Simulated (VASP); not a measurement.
Set up this calculation in VASP 6.6.1, as the native input.

- Task: single point
- Functional: revPBE
- Dispersion: D3(BJ)
- Potentials or basis: VASP PAW PBE potentials, release 64 (Au)
- Cutoff: 520 eV
- k mesh: 11 × 11 × 11
- Occupations: fermi-dirac, width 0.05 eV
- Spin: no spin polarisation
- Dipole correction: no
- Further INCAR settings: ALGO = Normal; EDIFF = 1e-07; NBANDS = 12

The structure of Au lies in POSCAR:

```
Au
1.0
    0.0000000000      2.0749120936      2.0749120936
    2.0749120936      0.0000000000      2.0749120936
    2.0749120936      2.0749120936      0.0000000000
Au
1
Direct
    0.0000000000      0.0000000000      0.0000000000
```

One way to write it, as run:

INCAR

```
  PREC = Accurate
  ENCUT = 520
  EDIFF = 1E-7
  ISMEAR = -1
  SIGMA = 0.05
  LREAL = F
  LASPH = T
  NELM = 80
  ALGO = Normal
  ISIF = 2
  LWAVE = F
  LCHARG = F
  GGA = RE
  IVDW = 12
  NBANDS = 12
```

KPOINTS

```
regular mesh
0
Gamma
  11 11 11
```

Potentials or basis: VASP PAW PBE potentials, release 64 (Au).

Run with:

```sh
$ cat potpaw_PBE.64/Au/POTCAR > POTCAR
$ mpirun -np 1 vasp_std > vasp.out
```

It gave:

```json
{
  "Pressure": "-7.9 GPa",
  "Dispersion energy per atom": "-1.201 eV"
}
```

Caveat: the PAW data sets were made with another functional, which shifts forces and pressure a little; pairwise dispersion overbinds metals, which lowers pressure and volume.

Wall time 20 s on 1 thread of AMD EPYC 7571, with other jobs on the host, peak memory 0.12 GiB.
